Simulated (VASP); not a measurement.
# Zn2O (P-3m1) in VASP: further runs

Runs on Zn2O. Level: PBE. Tasks: single point, relaxation of cell and atoms.

Everything below comes from runs of VASP 6.6.1. Logs are shortened: lines on timing, memory, paths and dates and some standing lists are left out, and cuts for length are marked.

## 1. The cell of the first run

The structure is trigonal, space group P-3m1 (No. 164). The conventional cell has a = 3.015 Å, b = 3.015 Å, c = 4.644 Å, α = 90.00°, β = 90.00°, γ = 120.00°. Within 3.2 Å of Zn (site symmetry 3m) lie 3 O at 2.18 Å and 12 Zn at 2.67 to 3.15 Å. O (site symmetry -3m) has 6 Zn at 2.18 Å and 6 O at 3.02 Å within 3.1 Å.

## 2. Single point, PBE

File INCAR:

```
SYSTEM = Zn2O
ALGO     = Normal         ! electronic algorithm
EDIFF    = 1E-6           ! SCF threshold, eV
ENCUT    = 520            ! plane-wave cutoff, eV
GGA      = PE             ! functional
ISIF     = 2              ! what is computed and relaxed
ISMEAR   = 0              ! smearing method
LASPH    = .True.         ! aspherical terms in the spheres
LCHARG   = .False.        ! write CHGCAR
LREAL    = .False.        ! projectors in reciprocal space
LWAVE    = .False.        ! write WAVECAR
NBANDS   = 22             ! bands
NELM     = 80             ! most SCF steps
PREC     = Accurate       ! precision mode
SIGMA    = 0.2            ! smearing width, eV
```

File KPOINTS:

```
k-points
0
Gamma
  8 8 4
  0 0 0
```

File POSCAR:

```
Zn2O
1.0
    3.0152084722      0.0000000000      0.0000000000
   -1.5076042361      2.6112471346      0.0000000000
    0.0000000000      0.0000000000      4.6436259407
Zn O
2 1
Direct
    0.6666666667      0.3333333333      0.7177190949
    0.3333333333      0.6666666667      0.2822809051
    0.0000000000      0.0000000000      0.0000000000
```

Potentials or basis: VASP PAW PBE potentials, release 64 (Zn, O).

On the command line:

```
cat potpaw_PBE.64/Zn/POTCAR potpaw_PBE.64/O/POTCAR > POTCAR
mpirun -np 1 vasp_std > vasp.out
```

OUTCAR:

```text
SYSTEM = Zn2O
   EDIFF = 1E-6
   ENCUT = 520
   GGA = PE
   ISIF = 2
   ISMEAR = 0
   LASPH = .True.
   LREAL = .False.
   NELM = 80
   PREC = Accurate

 ion  position               nearest neighbor table
   1  0.667  0.333  0.718-   3 2.18   3 2.18   3 2.18   2 2.67   2 2.67   2 2.67
   2  0.333  0.667  0.282-   3 2.18   3 2.18   3 2.18   1 2.67   1 2.67   1 2.67
   3  0.000  0.000  0.000-   1 2.18   2 2.18   2 2.18   1 2.18   1 2.18   2 2.18

  LATTYP: Found a hexagonal cell.
 ALAT       =     3.0152084722
 C/A-ratio  =     1.5400679533

  Lattice vectors:

 A1 = (   3.0152084722,   0.0000000000,   0.0000000000)
 A2 = (  -1.5076042361,   2.6112471346,   0.0000000000)
 A3 = (   0.0000000000,   0.0000000000,   4.6436259407)

Analysis of symmetry for initial positions (statically):
=====================================================================
 Subroutine PRICEL returns:
 Original cell was already a primitive cell.

 Routine SETGRP: Setting up the symmetry group for a
 hexagonal supercell.

 Subroutine GETGRP returns: Found 12 space group operations
 (whereof 12 operations were pure point group operations)
 out of a pool of 24 trial point group operations.

The static configuration has the point symmetry D_3d.

Analysis of symmetry for dynamics (positions and initial velocities):
=====================================================================
 Subroutine PRICEL returns:
 Original cell was already a primitive cell.

 Routine SETGRP: Setting up the symmetry group for a
 hexagonal supercell.

 Subroutine GETGRP returns: Found 12 space group operations
 (whereof 12 operations were pure point group operations)
 out of a pool of 24 trial point group operations.

The dynamic configuration has the point symmetry D_3d.

 Subroutine INISYM returns: Found 12 space group operations
 (whereof 12 operations are pure point group operations),
 and found     1 'primitive' translations

----------------------------------------------------------------------------------------

                                     Primitive cell

  volume of cell :      36.5614

  direct lattice vectors                    reciprocal lattice vectors
     3.015208472  0.000000000  0.000000000     0.331652026  0.191479387  0.000000000
    -1.507604236  2.611247135  0.000000000     0.000000000  0.382958774  0.000000000
     0.000000000  0.000000000  4.643625941     0.000000000  0.000000000  0.215348956

  length of vectors
     3.015208472  3.015208472  4.643625941     0.382958774  0.382958774  0.215348956

  position of ions in fractional coordinates (direct lattice)
     0.666666667  0.333333333  0.717719095
     0.333333333  0.666666667  0.282280905
     0.000000000  0.000000000  0.000000000

  ion indices of the primitive-cell ions
   primitive index   ion index
                 1           1
                 2           2
                 3           3

----------------------------------------------------------------------------------------

 KPOINTS: k-points

Automatic generation of k-mesh.
 Grid dimensions read from file:
 generate k-points for:    8    8    4

 Generating k-lattice:

  Cartesian coordinates                     Fractional coordinates (reciprocal lattice)
     0.041456503  0.023934923  0.000000000     0.125000000  0.000000000  0.000000000
     0.000000000  0.047869847  0.000000000     0.000000000  0.125000000  0.000000000
     0.000000000  0.000000000  0.053837239     0.000000000  0.000000000  0.250000000

  Length of vectors
     0.047869847  0.047869847  0.053837239

  Shift w.r.t. Gamma in fractional coordinates (k-lattice)
     0.000000000  0.000000000  0.000000000

 Subroutine IBZKPT returns following result:
 ===========================================

 Found     35 irreducible k-points:

 Following reciprocal coordinates:
            Coordinates               Weight
  0.000000  0.000000  0.000000      1.000000
  0.125000  0.000000  0.000000      6.000000
  0.250000  0.000000  0.000000      6.000000
  0.375000  0.000000  0.000000      6.000000
  0.500000  0.000000  0.000000      3.000000
  0.125000  0.125000  0.000000      6.000000
[... 16 lines left out ...]
 -0.125000  0.500000  0.250000     12.000000
  0.250000  0.250000  0.250000     12.000000
 [... further k-points ...]
   k-points           NKPTS =     35   k-points in BZ     NKDIM =     35   number of bands    NBANDS=     22
   number of dos      NEDOS =    301   number of ions     NIONS =      3
   total plane-waves  NPLWV =  20736
   dimension x,y,z NGX =    24 NGY =   24 NGZ =   36
   dimension x,y,z NGXF=    48 NGYF=   48 NGZF=   72
   ions per type =               2   1
   NGX,Y,Z   is equivalent  to a cutoff of  13.23, 13.23, 12.89 a.u.
   NGXF,Y,Z  is equivalent  to a cutoff of  26.47, 26.47, 25.78 a.u.
 SYSTEM =  Zn2O
   PREC   = accura    normal or accurate (medium, high low for compatibility)
   ISTART =      0    job   : 0-new  1-cont  2-samecut
   ICHARG =      2    charge: 1-file 2-atom 10-const
   ISPIN  =      1    spin polarized calculation?
   LNONCOLLINEAR =      F non collinear calculations
   LSORBIT =      F    spin-orbit coupling
   LASPH  =      T    aspherical Exc in radial PAW
   ENCUT  =  520.0 eV  38.22 Ry    6.18 a.u.   5.61  5.61  8.63*2*pi/ulx,y,z
   NELM   =     80;   NELMIN=  2; NELMDL= -5     # of ELM steps
   EDIFF  = 0.1E-05   stopping-criterion for ELM
   LREAL  =      F    real-space projection
   EDIFFG = 0.1E-04   stopping-criterion for IOM
   NSW    =      0    number of steps for IOM
   IBRION =     -1    ionic relax: 0-MD 1-quasi-New 2-CG
   NFREE  =      0    steps in history (QN), initial steepest desc. (CG)
   ISIF   =      2    stress and relaxation
   ISYM   =      2    0-nonsym 1-usesym 2-fastsym
   POTIM  = 0.5000    time-step for ionic-motion
   TEBEG  =    0.0;   TEEND  =   0.0 temperature during run
   PSTRESS=    0.0 pullay stress
   NELECT =      30.0000    total number of electrons
   NUPDOWN=      -1.0000    fix difference up-down
   EMIN   =  10.00;   EMAX   =-10.00  energy-range for DOS
   EFERMI =   0.00;   METHOD = LEGACY
   ISMEAR =     0;   SIGMA  =   0.20  broadening in eV -4-tet -1-fermi 0-gaus
   EFERMI_NEDOS =   21; number of points for ismear=-14 and -15
   IALGO  =     38    algorithm
   IMIX   =      4    mixing-type and parameters
     AMIX     =   0.40;   BMIX     =  1.00
     AMIX_MAG =   1.60;   BMIX_MAG =  1.00
  volume/ion in A,a.u.               =      12.19        82.24
  Fermi-wavevector in a.u.,A,eV,Ry     =   1.532643  2.896276 31.960020  2.348995
  Thomas-Fermi vector in A             =   2.639821
   LORBIT       =      0    0 simple, 1 ext, 2 COOP (PROOUT), +10 PAW based schemes
   GGA     = PE    functional components
   LHFCALC =     F    Hartree Fock is set to
   AEXX    =    0.0000 exact exchange contribution
   IVDW    =     0    specifies the selected vdW correction
   LEPSILON=     F    determine dielectric tensor
   LRPA    =     F    only Hartree local field effects (RPA)
 non-spin polarized calculation
 Gauss-broadening in eV      SIGMA  =   0.20
  energy-cutoff  :      520.00
  volume of cell :       36.56
 maximum number of plane-waves:      1007
 NGX is ok and might be reduce to    24

 number of electron      30.0000021 magnetization

 Free energy of the ion-electron system (eV)
  ---------------------------------------------------
  ext. energy  EPLUGINS =         0.00000000
  ---------------------------------------------------
  free energy    TOTEN  =        -9.45245945 eV

  energy without entropy =       -9.44910815  energy(sigma->0) =       -9.45078380

 E-fermi :   3.6432     XC(G=0): -11.7024

 val. band max:        3.1893514632   @ k =   0.5000   0.0000   0.0000
 cond. band min:       3.7694810755   @ k =   0.5000   0.0000   0.2500
 fundamental gap:      0.5801296123
 Fermi energy:         3.6432069756

 k-point     1 :       0.0000    0.0000    0.0000
  band No.  band energies     occupation
      1     -16.0558      2.00000
      2      -4.8008      2.00000
      3      -3.8574      2.00000
      4      -3.8574      2.00000
      5      -3.7385      2.00000
      6      -3.6817      2.00000
[... 14 lines left out ...]
     21      18.9886      0.00000
     22      19.4395      0.00000

 k-point     2 :       0.1250    0.0000    0.0000
  band No.  band energies     occupation
      1     -15.9455      2.00000
      2      -4.6570      2.00000
      3      -4.2262      2.00000
      4      -3.8441      2.00000
      5      -3.7690      2.00000
      6      -3.7169      2.00000
[... 14 lines left out ...]
     21      18.6024      0.00000
     22      18.8662      0.00000

 k-point     3 :       0.2500    0.0000    0.0000
  band No.  band energies     occupation
      1     -15.6654      2.00000
      2      -4.5917      2.00000
      3      -4.3664      2.00000
      4      -3.9340      2.00000
      5      -3.9339      2.00000
      6      -3.7997      2.00000
[... 14 lines left out ...]
     21      15.4226      0.00000
     22      17.2329      0.00000

 k-point     4 :       0.3750    0.0000    0.0000
  band No.  band energies     occupation
      1     -15.3635      2.00000
      2      -4.8074      2.00000
      3      -4.2659      2.00000
      4      -4.0625      2.00000
      5      -4.0569      2.00000
      6      -3.7875      2.00000
[... 14 lines left out ...]
     21      13.6366      0.00000
     22      15.9700      0.00000

 k-point     5 :       0.5000    0.0000    0.0000
  band No.  band energies     occupation
      1     -15.2311      2.00000
      2      -4.8788      2.00000
      3      -4.2537      2.00000
      4      -4.1132      2.00000
      5      -4.1072      2.00000
      6      -3.8375      2.00000
[... 417 lines left out ...]
 k-point    22 :       0.3750    0.1250    0.2500
  band No.  band energies     occupation
      1     -15.2300      2.00000
      2      -4.7863      2.00000
      3      -4.3075      2.00000
      4      -4.0428      2.00000
      5      -3.9466      2.00000
      6      -3.6223      2.00000
[... 14 lines left out ...]
     21      14.0018      0.00000
     22      15.5944      0.00000

 k-point    23 :      -0.1250    0.5000    0.2500
  band No.  band energies     occupation
      1     -15.2310      2.00000
      2      -4.6444      2.00000
      3      -4.2693      2.00000
      4      -4.0369      2.00000
      5      -3.8584      2.00000
      6      -3.7239      2.00000
[... 14 lines left out ...]
     21      14.8012      0.00000
     22      15.5991      0.00000

 k-point    24 :       0.2500    0.2500    0.2500
  band No.  band energies     occupation
      1     -15.2339      2.00000
      2      -4.5379      2.00000
      3      -4.1733      2.00000
      4      -4.1399      2.00000
      5      -3.8814      2.00000
      6      -3.8510      2.00000
[... 14 lines left out ...]
     21      13.8731      0.00000
     22      15.5283      0.00000

 [... further k-points ...]

------------------------ aborting loop because EDIFF is reached ----------------------------------------

  FORCE on cell =-STRESS in cart. coord.  units (eV):
  Direction    XX          YY          ZZ          XY          YZ          ZX
  --------------------------------------------------------------------------------------
  -------------------------------------------------------------------------------------
  Total        0.1747075      0.1747075     -0.0373010      0.0000000      0.0000000      0.0000000
  in kB        7.6559597      7.6559597     -1.6345867      0.0000000      0.0000000      0.0000000
  external PRESSURE =       4.5591109 kB  Pullay stress =       0.0000000 kB

 VOLUME and BASIS-vectors are now :
 -----------------------------------------------------------------------------
  energy-cutoff  :      520.00
  volume of cell :       36.56
      direct lattice vectors                 reciprocal lattice vectors
     3.015208472  0.000000000  0.000000000     0.331652026  0.191479387  0.000000000
    -1.507604236  2.611247135  0.000000000     0.000000000  0.382958774  0.000000000
     0.000000000  0.000000000  4.643625941     0.000000000  0.000000000  0.215348956

 POSITION                                       TOTAL-FORCE (eV/Angst)
 -----------------------------------------------------------------------------------
      1.50760      0.87042      3.33282         0.000000      0.000000     -0.011523
     -0.00000      1.74083      1.31081        -0.000000     -0.000000      0.011523
      0.00000      0.00000      0.00000         0.000000      0.000000     -0.000000
 -----------------------------------------------------------------------------------
    total drift:                                0.000000     -0.000000      0.000000

  FREE ENERGIE OF THE ION-ELECTRON SYSTEM (eV)
  ---------------------------------------------------
  free  energy   TOTEN  =        -9.4524594525 eV

  energy  without entropy=       -9.4491081498  energy(sigma->0) =       -9.45078380
```

Wall time 20 s (1 thread of Intel Xeon Platinum 8259CL at 2.50GHz (Skylake/Cascade Lake), shared host); peak memory 0.16 GiB.

What came out:

```yaml
Free_energy: -9.4525 eV
Pressure: 0.5 GPa
Largest_force: 0.012 eV/Å
Band_gap_on_the_k_mesh: zero (bands 15 and 16 overlap by 1.32 eV)
```

Forces on the atoms (eV/Å):
```
Zn   0.000  0.000 -0.012
Zn   0.000  0.000  0.012
O    0.000  0.000  0.000
```

## 3. Relaxation of cell and atoms, PBE

This run uses another cell than the first one, of the same volume but with other edges.

File INCAR:

```
SYSTEM = Zn2O
  PREC = Accurate
  ENCUT = 600
  EDIFF = 1E-6
  ISMEAR = 0
  SIGMA = 0.2
  LREAL = .False.
  LASPH = .True.
  NELM = 100
  ALGO = Normal
  ISIF = 3
  LWAVE = .False.
  LCHARG = .False.
  GGA = PE
  IBRION = 2
  NSW = 36
  EDIFFG = -0.08
```

File KPOINTS:

```
Automatic mesh
0
Gamma
  8 8 4
  0 0 0
```

File POSCAR:

```
Zn2O
1.0
    2.9500000000      0.0000000000      0.0000000000
   -1.4750000000      2.5547749400      0.0000000000
    0.0000000000      0.0000000000      4.8600000000
Zn O
2 1
Direct
    0.6666666700      0.3333333300      0.7500000000
    0.3333333300      0.6666666700      0.2500000000
    0.0000000000      0.0000000000      0.0000000000
```

Potentials or basis: VASP PAW PBE potentials, release 64 (Zn, O).

On the command line:

```
cat potpaw_PBE.64/Zn/POTCAR potpaw_PBE.64/O/POTCAR > POTCAR
mpirun -np 1 vasp_std > vasp.out
```

Run time: 1.9 min. Hardware: 1 thread of Intel Xeon Platinum 8259CL at 2.50GHz (Skylake/Cascade Lake), shared host; peak memory 0.17 GiB.

The run converged. Its results:

```yaml
Free_energy: -9.4549 eV
Relaxed_volume: 12.24 Å³/atom
Relaxed_cell: a = 3.028 Å, b = 3.028 Å, c = 4.624 Å, α = 90.00°, β = 90.00°, γ = 120.00°
Space_group_after_relaxing_to_0.1_Å: P-3m1 (No. 164)
Energy_gained_by_relaxing: 130.8 meV/atom
Ionic_steps: 6
Pressure_after_relaxing: 0.1 GPa
Largest_force_after_relaxing: 0.031 eV/Å
Band_gap_on_the_k_mesh: zero (bands 15 and 16 overlap by 1.33 eV)
```

Forces on the atoms (eV/Å):
```
Zn   0.000  0.000 -0.031
Zn   0.000  0.000  0.031
O    0.000  0.000  0.000
```

Stress tensor (GPa, compression positive):
```
0.02 0.00 0.00
0.00 0.02 0.00
0.00 0.00 0.23
```

Step by step:
| step | energy change (eV) | largest force (eV/Å) | pressure (GPa) | volume (Å³) |
| --- | --- | --- | --- | --- |
| 1 | 0.0000 | 2.2491 | 8.78 | 36.63 |
| 2 | -0.2617 | 0.1025 | -7.38 | 40.28 |
| 3 | -0.2738 | 0.4210 | -5.39 | 39.59 |
| 4 | -0.3700 | 0.2538 | -2.71 | 37.86 |
| 5 | -0.3917 | 0.0170 | 0.55 | 36.52 |
| 6 | -0.3924 | 0.0311 | 0.09 | 36.72 |

Final structure:
```xyz
3
Lattice="3.0281 0.0000 0.0000 -1.5140 2.6224 0.0000 0.0000 0.0000 4.6242" Properties=species:S:1:pos:R:3 pbc="T T T"
Zn    1.5140    0.8741    3.3206
Zn    0.0000    1.7483    1.3036
O     0.0000    0.0000    0.0000
```

Levels at points of the mesh, in eV from the Fermi level:
| k point | band 12 | band 13 | band 14 | band 15 | band 16 | band 17 | band 18 | band 19 |
| --- | --- | --- | --- | --- | --- | --- | --- | --- |
| (0.00, 0.00, 0.00) | -6.93 | -5.44 | -2.54 | -2.54 | 3.01 | 4.24 | 10.99 | 10.99 |
| (0.50, 0.00, 0.00) | -5.95 | -4.21 | -3.40 | -0.99 | -0.45 | 3.52 | 7.76 | 7.98 |
| (0.00, 0.00, 0.50) | -6.80 | -2.62 | -2.62 | -2.49 | -0.90 | 9.19 | 10.61 | 12.65 |
| (0.50, 0.00, 0.50) | -6.27 | -5.06 | -3.10 | -2.17 | 1.52 | 3.64 | 6.05 | 7.58 |
